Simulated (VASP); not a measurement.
Input of a VASP 6.6.1 run:

Contents of POSCAR:

```
ZrSi2
1.0
    7.1516626733      0.0000000000      0.0000000000
    0.0000000000      7.1516626733      0.0000000000
    0.0000000000      0.0000000000      2.8237889171
Zr Si
2 4
Direct
    0.0000000000      0.0000000000      0.0000000000
    0.5000000000      0.5000000000      0.5000000000
    0.2661597553      0.2661597553      0.0000000000
    0.2338402447      0.7661597553      0.5000000000
    0.7338402447      0.7338402447      0.0000000000
    0.7661597553      0.2338402447      0.5000000000
```

File INCAR.step1:

```
SYSTEM = ZrSi2
  PREC = Accurate
  ENCUT = 520
  ISMEAR = 0
  SIGMA = 0.1
  LREAL = .FALSE.
  LASPH = .TRUE.
  NELM = 100
  NBANDS = 29
  GGA = PE
  ALGO = Normal
  EDIFF = 1E-4
  LWAVE = .TRUE.
  LCHARG = .FALSE.
```

The input INCAR.step2:

```
SYSTEM = ZrSi2
  PREC = Accurate
  ENCUT = 520
  EDIFF = 1E-6
  ISMEAR = 0
  SIGMA = 0.1
  LREAL = .FALSE.
  LASPH = .TRUE.
  NELM = 100
  ALGO = Normal
  ISIF = 2
  LWAVE = .FALSE.
  LCHARG = .FALSE.
  METAGGA = R2SCAN
  LMIXTAU = .TRUE.
  NBANDS = 29
  ISTART = 1
```

The input KPOINTS:

```
regular mesh
0
G
  4 4 6
  0 0 0
```

Potentials or basis: VASP PAW PBE potentials, release 64 (Zr_sv, Si).

Command:

```bash
$ cat potpaw_PBE.64/Zr_sv/POTCAR potpaw_PBE.64/Si/POTCAR > POTCAR
$ cp INCAR.step1 INCAR
$ mpirun -np 1 vasp_std > vasp.out
$ cp INCAR.step2 INCAR
$ mpirun -np 1 vasp_std > vasp.out
```

(1) Estimate the band gap on the k mesh.

(2) What does it give for the pressure?

(3) Estimate the largest force.

Results:

(1) zero (bands 20 and 21 overlap by 1.29 eV).

(2) -0.2 GPa.

(3) 0.012 eV/Å.

Caveat: the k points lie up to 0.37 Å⁻¹ apart, too coarse for converged energies and pressures of a metal; the PAW data sets were made with another functional, which shifts forces and pressure a little.
